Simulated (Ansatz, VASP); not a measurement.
Al: VASP beside Ansatz

Contents of INCAR:

```
SYSTEM = Al
ALGO = Normal ; EDIFF = 1E-6
ENCUT = 520 ; GGA = PS
ISIF = 2 ; ISMEAR = 0
IVDW = 12 ; LASPH = .TRUE.
LCHARG = .TRUE. ; LELF = .TRUE.
LREAL = .FALSE. ; LVHAR = .TRUE.
LWAVE = .FALSE. ; NBANDS = 14
NELM = 60 ; PREC = Accurate
SIGMA = 0.15
```

KPOINTS

```
k-points
0
G
  18 18 6
  0 0 0
```

Contents of POSCAR:

```
Al
1.0
    2.7991806338      0.0000000000      0.0000000000
   -1.3995903169      2.4241615386      0.0000000000
    0.0000000000      0.0000000000      8.6505878306
Al
4
Direct
    0.0000000000      0.0000000000      0.0000000000
    0.3333333333      0.6666666667      0.2500000000
    0.0000000000      0.0000000000      0.5000000000
    0.6666666667      0.3333333333      0.7500000000
```

Input for Ansatz:

```yaml
crystal:
  lattice:
    - [2.7991806338, 0.0, 0.0]
    - [-1.3995903169, 2.4241615386, 0.0]
    - [0.0, 0.0, 8.6505878306]
  atoms:
    - { symbol: Al, position: [0.0, 0.0, 0.0] }
    - { symbol: Al, position: [0.3333333333, 0.6666666667, 0.25] }
    - { symbol: Al, position: [0.0, 0.0, 0.5] }
    - { symbol: Al, position: [0.6666666667, 0.3333333333, 0.75] }
basis:
  ecutwfc: 420
kpoints:
  mp_grid: { grid: [18, 18, 6] }
hamiltonian:
  xc: pbesol
  pseudopotentials: { kind: paw, azcp: { folder: soft_1 } }
  dispersion: d3bj
scf:
  occupations: { method: gaussian, width: 0.15 }
output:
  forces: true
  stress: true
  eigenvalues: true
```

Alike in both runs: task single point; functional PBEsol; dispersion D3(BJ); k mesh 18 × 18 × 6; occupations gaussian, width 0.15 eV; no spin polarisation.

```csv
,VASP,Ansatz
version,VASP 6.6.1,Ansatz 0.2.0
potentials or method,"VASP PAW PBE potentials, release 64 (Al), cutoff 520 eV","scalar-relativistic, plane waves, PAW"
valence electrons in the cell,12,12
```

Ansatz gave:

* gap on the k mesh at the Fermi level (eV): none
* pressure (GPa): 6.7
* traceless stress, the component that is largest in VASP (GPa): 4.63

Estimate VASP's values.

gap on the k mesh at the Fermi level (eV): none; pressure (GPa): 6.9; traceless stress, the component that is largest in VASP (GPa): 4.66.

VASP's potentials were made for PBE, not for PBEsol, and Ansatz warns of the same on its side. A gap of «none» marks a metal or a gap that the smearing closes.
